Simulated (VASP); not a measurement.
# Pd (Pm-3m) in VASP: notebook

Runs on Pd. Level: PBE. Tasks: single point.

Program: VASP 6.6.1. These are calculated values, not measurements. Logs are shortened: lines on timing, memory, paths and dates and some standing lists are left out, and cuts for length are marked.

## 1. The cell of the first run

Symmetry: Pm-3m, No. 221, cubic system. Conventional cell: a = 2.580 Å, b = 2.580 Å, c = 2.580 Å, α = 90.00°, β = 90.00°, γ = 90.00°. Within 3.4 Å of Pd (site symmetry m-3m) lie 6 Pd at 2.58 Å.

## 2. Single point, PBE (volume scaled by 0.96)

INCAR reads:

```
ALGO     = Normal         # electronic algorithm
EDIFF    = 1E-7           # SCF threshold, eV
ENCUT    = 520            # plane-wave cutoff, eV
GGA      = PE             # functional
ISIF     = 2              # what is computed and relaxed
ISMEAR   = -1             # smearing method
LASPH    = T              # aspherical terms in the spheres
LCHARG   = F              # write CHGCAR
LREAL    = F              # projectors in reciprocal space
LWAVE    = F              # write WAVECAR
NBANDS   = 11             # bands
NELM     = 100            # most SCF steps
PREC     = Accurate       # precision mode
SIGMA    = 0.1            # smearing width, eV
```

KPOINTS reads:

```
k-points
0
Gamma
  13 13 13
```

POSCAR reads:

```
Pd
1.0
    2.5802549404      0.0000000000      0.0000000000
    0.0000000000      2.5802549404      0.0000000000
    0.0000000000      0.0000000000      2.5802549404
Pd
1
Direct
    0.0000000000      0.0000000000      0.0000000000
```

Potentials or basis: VASP PAW PBE potentials, release 64 (Pd).

Started as:

```
$ cat potpaw_PBE.64/Pd/POTCAR > POTCAR
$ mpirun -np 1 vasp_std > vasp.out
```

OUTCAR:

```text
EDIFF = 1E-7
   ENCUT = 520
   GGA = PE
   ISIF = 2
   ISMEAR = -1
   LASPH = T
   LREAL = F
   NELM = 100
   PREC = Accurate

 ion  position               nearest neighbor table
   1  0.000  0.000  0.000-

  LATTYP: Found a simple cubic cell.
 ALAT       =     2.5802549404

  Lattice vectors:

 A1 = (   2.5802549404,   0.0000000000,   0.0000000000)
 A2 = (   0.0000000000,   2.5802549404,   0.0000000000)
 A3 = (   0.0000000000,   0.0000000000,   2.5802549404)

Analysis of symmetry for initial positions (statically):
=====================================================================
 Subroutine PRICEL returns:
 Original cell was already a primitive cell.

 Routine SETGRP: Setting up the symmetry group for a
 simple cubic supercell.

 Subroutine GETGRP returns: Found 48 space group operations
 (whereof 48 operations were pure point group operations)
 out of a pool of 48 trial point group operations.

The static configuration has the point symmetry O_h .

Analysis of symmetry for dynamics (positions and initial velocities):
=====================================================================
 Subroutine PRICEL returns:
 Original cell was already a primitive cell.

 Routine SETGRP: Setting up the symmetry group for a
 simple cubic supercell.

 Subroutine GETGRP returns: Found 48 space group operations
 (whereof 48 operations were pure point group operations)
 out of a pool of 48 trial point group operations.

The dynamic configuration has the point symmetry O_h .

 Subroutine INISYM returns: Found 48 space group operations
 (whereof 48 operations are pure point group operations),
 and found     1 'primitive' translations

----------------------------------------------------------------------------------------

                                     Primitive cell

  volume of cell :      17.1786

  direct lattice vectors                    reciprocal lattice vectors
     2.580254940  0.000000000  0.000000000     0.387558603  0.000000000  0.000000000
     0.000000000  2.580254940  0.000000000     0.000000000  0.387558603  0.000000000
     0.000000000  0.000000000  2.580254940     0.000000000  0.000000000  0.387558603

  length of vectors
     2.580254940  2.580254940  2.580254940     0.387558603  0.387558603  0.387558603

  position of ions in fractional coordinates (direct lattice)
     0.000000000  0.000000000  0.000000000

  ion indices of the primitive-cell ions
   primitive index   ion index
                 1           1

----------------------------------------------------------------------------------------

 KPOINTS: k-points

Automatic generation of k-mesh.
 Grid dimensions read from file:
 generate k-points for:   13   13   13

 Generating k-lattice:

  Cartesian coordinates                     Fractional coordinates (reciprocal lattice)
     0.029812200  0.000000000  0.000000000     0.076923077  0.000000000  0.000000000
     0.000000000  0.029812200  0.000000000     0.000000000  0.076923077  0.000000000
     0.000000000  0.000000000  0.029812200     0.000000000  0.000000000  0.076923077

  Length of vectors
     0.029812200  0.029812200  0.029812200

  Shift w.r.t. Gamma in fractional coordinates (k-lattice)
     0.000000000  0.000000000  0.000000000

 Subroutine IBZKPT returns following result:
 ===========================================

 Found     84 irreducible k-points:

 Following reciprocal coordinates:
            Coordinates               Weight
  0.000000  0.000000  0.000000      1.000000
  0.076923  0.000000  0.000000      6.000000
  0.153846  0.000000  0.000000      6.000000
  0.230769  0.000000  0.000000      6.000000
  0.307692  0.000000  0.000000      6.000000
  0.384615  0.000000  0.000000      6.000000
[... 16 lines left out ...]
  0.307692  0.307692  0.000000     12.000000
  0.384615  0.307692  0.000000     24.000000
 [... further k-points ...]
   k-points           NKPTS =     84   k-points in BZ     NKDIM =     84   number of bands    NBANDS=     11
   number of dos      NEDOS =    301   number of ions     NIONS =      1
   total plane-waves  NPLWV =   8000
   dimension x,y,z NGX =    20 NGY =   20 NGZ =   20
   dimension x,y,z NGXF=    40 NGYF=   40 NGZF=   40
   ions per type =               1
   NGX,Y,Z   is equivalent  to a cutoff of  12.89, 12.89, 12.89 a.u.
   NGXF,Y,Z  is equivalent  to a cutoff of  25.77, 25.77, 25.77 a.u.
 SYSTEM =  unknown system
   PREC   = accura    normal or accurate (medium, high low for compatibility)
   ISTART =      0    job   : 0-new  1-cont  2-samecut
   ICHARG =      2    charge: 1-file 2-atom 10-const
   ISPIN  =      1    spin polarized calculation?
   LNONCOLLINEAR =      F non collinear calculations
   LSORBIT =      F    spin-orbit coupling
   LASPH  =      T    aspherical Exc in radial PAW
   ENCUT  =  520.0 eV  38.22 Ry    6.18 a.u.   4.80  4.80  4.80*2*pi/ulx,y,z
   NELM   =    100;   NELMIN=  2; NELMDL= -5     # of ELM steps
   EDIFF  = 0.1E-06   stopping-criterion for ELM
   LREAL  =      F    real-space projection
   EDIFFG = 0.1E-05   stopping-criterion for IOM
   NSW    =      0    number of steps for IOM
   IBRION =     -1    ionic relax: 0-MD 1-quasi-New 2-CG
   NFREE  =      0    steps in history (QN), initial steepest desc. (CG)
   ISIF   =      2    stress and relaxation
   ISYM   =      2    0-nonsym 1-usesym 2-fastsym
   POTIM  = 0.5000    time-step for ionic-motion
   TEBEG  =    0.0;   TEEND  =   0.0 temperature during run
   PSTRESS=    0.0 pullay stress
   NELECT =      10.0000    total number of electrons
   NUPDOWN=      -1.0000    fix difference up-down
   EMIN   =  10.00;   EMAX   =-10.00  energy-range for DOS
   EFERMI =   0.00;   METHOD = LEGACY
   ISMEAR =    -1;   SIGMA  =   0.10  broadening in eV -4-tet -1-fermi 0-gaus
   EFERMI_NEDOS =   21; number of points for ismear=-14 and -15
   IALGO  =     38    algorithm
   IMIX   =      4    mixing-type and parameters
     AMIX     =   0.40;   BMIX     =  1.00
     AMIX_MAG =   1.60;   BMIX_MAG =  1.00
  volume/ion in A,a.u.               =      17.18       115.93
  Fermi-wavevector in a.u.,A,eV,Ry     =   1.366928  2.583119 25.422368  1.868491
  Thomas-Fermi vector in A             =   2.493025
   LORBIT       =      0    0 simple, 1 ext, 2 COOP (PROOUT), +10 PAW based schemes
   GGA     = PE    functional components
   LHFCALC =     F    Hartree Fock is set to
   AEXX    =    0.0000 exact exchange contribution
   IVDW    =     0    specifies the selected vdW correction
   LEPSILON=     F    determine dielectric tensor
   LRPA    =     F    only Hartree local field effects (RPA)
 non-spin polarized calculation
  energy-cutoff  :      520.00
  volume of cell :       17.18
 maximum number of plane-waves:       471
 NGX is ok and might be reduce to    20
   NGX =  9   NGY =  9   NGZ =  9

 number of electron      10.0000003 magnetization

 Free energy of the ion-electron system (eV)
  ---------------------------------------------------
  ext. energy  EPLUGINS =         0.00000000
  ---------------------------------------------------
  free energy    TOTEN  =        -4.72865005 eV

  energy without entropy =       -4.68612075  energy(sigma->0) =       -4.70738540

 E-fermi :   7.7282     XC(G=0): -12.1240

 val. band max:        7.7185604611   @ k =   0.3846   0.3846   0.2308
 cond. band min:       7.7364489309   @ k =   0.1538   0.0000   0.0000
 fundamental gap:      0.0178884698
 Fermi energy:         7.7281535650

 k-point     1 :       0.0000    0.0000    0.0000
  band No.  band energies     occupation
      1       1.5256      2.00000
      2       2.9782      2.00000
      3       2.9782      2.00000
      4       7.7040      1.12037
      5       7.7040      1.12037
      6       7.7040      1.12037
      7      24.4062      0.00000
      8      24.4062      0.00000
      9      24.4062      0.00000
     10      30.9149      0.00000
     11      30.9422      0.00000

 k-point     2 :       0.0769    0.0000    0.0000
  band No.  band energies     occupation
      1       1.6814      2.00000
      2       3.0050      2.00000
      3       3.1064      2.00000
      4       7.5964      1.57752
      5       7.5964      1.57752
      6       7.7126      1.07782
      7      23.1942      0.00000
      8      24.6677      0.00000
      9      24.6677      0.00000
     10      30.4988      0.00000
     11      30.9818      0.00000

 k-point     3 :       0.1538    0.0000    0.0000
  band No.  band energies     occupation
      1       2.0886      2.00000
      2       3.0801      2.00000
      3       3.5248      2.00000
      4       7.3097      1.97000
      5       7.3097      1.97000
      6       7.7364      0.95855
      7      20.8955      0.00000
      8      25.4086      0.00000
      9      25.4086      0.00000
     10      29.5054      0.00000
     11      30.9080      0.00000

 k-point     4 :       0.2308    0.0000    0.0000
  band No.  band energies     occupation
      1       2.5902      2.00000
      2       3.1882      2.00000
      3       4.3089      2.00000
      4       6.9304      1.99931
      5       6.9304      1.99931
      6       7.7704      0.79205
      7      18.5010      0.00000
      8      26.5199      0.00000
      9      26.5199      0.00000
     10      28.3503      0.00000
     11      30.6841      0.00000

 k-point     5 :       0.3077    0.0000    0.0000
  band No.  band energies     occupation
      1       3.0524      2.00000
      2       3.3060      2.00000
      3       5.4472      2.00000
      4       6.5546      1.99998
      5       6.5546      1.99998
      6       7.8066      0.62680
      7      16.2603      0.00000
      8      27.3107      0.00000
      9      27.8627      0.00000
     10      27.8627      0.00000
     11      30.2293      0.00000
[... 211 lines left out ...]
 k-point    21 :       0.3846    0.2308    0.0000
  band No.  band energies     occupation
      1       3.6738      2.00000
      2       4.1641      2.00000
      3       5.4040      2.00000
      4       6.3850      2.00000
      5       7.1373      1.99458
      6       8.6169      0.00028
      7      15.1776      0.00000
      8      22.4401      0.00000
      9      26.7867      0.00000
     10      29.6744      0.00000
     11      31.4487      0.00000

 k-point    22 :       0.4615    0.2308    0.0000
  band No.  band energies     occupation
      1       3.7794      2.00000
      2       4.0858      2.00000
      3       5.4698      2.00000
      4       6.2323      2.00000
      5       7.1617      1.99309
      6      10.1911      0.00000
      7      13.2877      0.00000
      8      23.6816      0.00000
      9      25.4843      0.00000
     10      28.8817      0.00000
     11      32.9452      0.00000

 k-point    23 :       0.3077    0.3077    0.0000
  band No.  band energies     occupation
      1       3.6458      2.00000
      2       3.9799      2.00000
      3       5.9893      2.00000
      4       6.6811      1.99994
      5       6.7886      1.99983
      6       7.9945      0.13031
      7      17.1306      0.00000
      8      20.1603      0.00000
      9      26.7856      0.00000
     10      30.6189      0.00000
     11      31.2355      0.00000

 k-point    24 :       0.3846    0.3077    0.0000
  band No.  band energies     occupation
      1       3.6055      2.00000
      2       3.8753      2.00000
      3       6.4525      1.99999
      4       6.4916      1.99999
      5       6.7923      1.99983
      6       9.3773      0.00000
      7      15.4882      0.00000
      8      20.7138      0.00000
      9      25.1843      0.00000
     10      30.1183      0.00000
     11      32.4256      0.00000

 [... further k-points ...]

------------------------ aborting loop because EDIFF is reached ----------------------------------------

  FORCE on cell =-STRESS in cart. coord.  units (eV):
  Direction    XX          YY          ZZ          XY          YZ          ZX
  --------------------------------------------------------------------------------------
  -------------------------------------------------------------------------------------
  Total        0.5290657      0.5290657      0.5290657     -0.0000000      0.0000000      0.0000000
  in kB       49.3437740     49.3437740     49.3437740     -0.0000000      0.0000000      0.0000000
  external PRESSURE =      49.3437740 kB  Pullay stress =       0.0000000 kB

 VOLUME and BASIS-vectors are now :
 -----------------------------------------------------------------------------
  energy-cutoff  :      520.00
  volume of cell :       17.18
      direct lattice vectors                 reciprocal lattice vectors
     2.580254940  0.000000000  0.000000000     0.387558603  0.000000000  0.000000000
     0.000000000  2.580254940  0.000000000     0.000000000  0.387558603  0.000000000
     0.000000000  0.000000000  2.580254940     0.000000000  0.000000000  0.387558603

 POSITION                                       TOTAL-FORCE (eV/Angst)
 -----------------------------------------------------------------------------------
      0.00000      0.00000      0.00000         0.000000      0.000000      0.000000
 -----------------------------------------------------------------------------------
    total drift:                                0.000000      0.000000      0.000000

  FREE ENERGIE OF THE ION-ELECTRON SYSTEM (eV)
  ---------------------------------------------------
  free  energy   TOTEN  =        -4.7286500529 eV

  energy  without entropy=       -4.6861207492  energy(sigma->0) =       -4.70738540
```

It took 4.8 s on 1 thread of Intel Xeon 6975P-C (Granite Rapids), shared host; peak memory 0.13 GiB.

Results:

```
Free energy            : -4.7287 eV
Pressure               : 4.9 GPa
Band gap on the k mesh : zero (band 5 reaches 8.84 eV, above the bottom of band 6 at 7.06 eV)
```

Caveat: the cell differs from its parent crystal (volume scaled by 0.96).

## 3. Single point, PBE

This run uses another cell than the first one, of 17.89 Å³/atom, 1.042 times its volume.

INCAR reads:

```
ALGO = Normal ; EDIFF = 1E-6
ENCUT = 520 ; GGA = PE
ISIF = 2 ; ISMEAR = -1
LASPH = True ; LCHARG = False
LREAL = False ; LWAVE = False
NBANDS = 11 ; NELM = 60
PREC = Accurate ; SIGMA = 0.1
```

KPOINTS is that of step 2.

POSCAR reads:

```
Pd
1.0
    2.6156052913      0.0000000000      0.0000000000
    0.0000000000      2.6156052913      0.0000000000
    0.0000000000      0.0000000000      2.6156052913
Pd
1
Direct
    0.0000000000      0.0000000000      0.0000000000
```

Potentials or basis: VASP PAW PBE potentials, release 64 (Pd).

Started as:

```
$ cat potpaw_PBE.64/Pd/POTCAR > POTCAR
$ mpirun -np 1 vasp_std > vasp.out
```

Wall time 4.8 s (1 thread of Intel Xeon 6975P-C (Granite Rapids), shared host); peak memory 0.13 GiB.

Results (log left out):

* Free energy: -4.7384 eV
* Pressure: -0.5 GPa
* Band gap on the k mesh: zero (band 5 reaches 8.18 eV, above the bottom of band 6 at 6.52 eV)

Levels at points of the mesh, in eV from the Fermi level:
```tsv
k point	band 1	band 2	band 3	band 4	band 5	band 6	band 7	band 8	band 9	band 10
(0.00, 0.00, 0.00)	-5.93	-4.47	-4.47	-0.04	-0.04	-0.04	16.38	16.38	16.38	22.65
```

(Continued in part 2 of 3.)
